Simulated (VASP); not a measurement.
Wanted: the native input for a VASP 6.6.1 run.

| Quantity | Value |
| --- | --- |
| Task | single point |
| Functional | r2SCAN |
| Potentials or basis | VASP PAW PBE potentials, release 64 (Ta_sv_GW, N) |
| Cutoff | 660 eV |
| k mesh | 10 × 10 × 10 |
| Occupations | fermi-dirac, width 0.05 eV |
| Spin | no spin polarisation |
| Dipole correction | no |
| Second run | valence_matched |
| Further INCAR settings | ALGO = Normal; EDIFF = 1e-06; NBANDS = 16 |

Crystal: TaN.

```
Ta N
1.0
     0.00000    2.14527    2.14527
     2.14527    0.00000    2.14527
     2.14527    2.14527    0.00000
Ta N
1 1
Cartesian
  2.1453 2.1453 2.1453
  0.0000 0.0000 0.0000
```

The input as run:

POSCAR

```
TaN
1.0
    0.0000000000      2.1452683594      2.1452683594
    2.1452683594      0.0000000000      2.1452683594
    2.1452683594      2.1452683594      0.0000000000
Ta N
1 1
Direct
    0.5000000000      0.5000000000      0.5000000000
    0.0000000000      0.0000000000      0.0000000000
```

INCAR.step1

```
ALGO = Normal
EDIFF = 1E-5
ENCUT = 660
GGA = PE
GGA_COMPAT = F
ISMEAR = -1
LASPH = T
LCHARG = F
LREAL = F
LWAVE = T
NBANDS = 16
NELM = 120
PREC = Accurate
SIGMA = 0.05
```

INCAR.step2

```
ALGO = Normal
EDIFF = 1E-6
ENCUT = 660
GGA_COMPAT = F
ISIF = 2
ISMEAR = -1
ISTART = 1
LASPH = T
LCHARG = F
LMIXTAU = T
LREAL = F
LWAVE = F
METAGGA = R2SCAN
NBANDS = 16
NELM = 120
PREC = Accurate
SIGMA = 0.05
```

KPOINTS

```
k-points
0
Gamma
  10 10 10
```

Potentials or basis: VASP PAW PBE potentials, release 64 (Ta_sv_GW, N).

Launch:

```bash
$ cat potpaw_PBE.64/Ta_sv_GW/POTCAR potpaw_PBE.64/N/POTCAR > POTCAR
$ cp INCAR.step1 INCAR
$ mpirun -np 1 vasp_std > vasp.out
$ cp INCAR.step2 INCAR
$ mpirun -np 1 vasp_std > vasp.out
```

It gave:

* Pressure: 30.2 GPa
* Band gap on the k mesh: zero (band 9 reaches 17.23 eV, above the bottom of band 10 at 12.68 eV)

Caveat: the PAW data sets were made with another functional, which shifts forces and pressure a little; spin-orbit coupling is left out, which moves the levels of the heavy elements.

It used 170 s of CPU time on 1 thread of AMD EPYC 7R13 Processor (Zen 3), on a shared host.
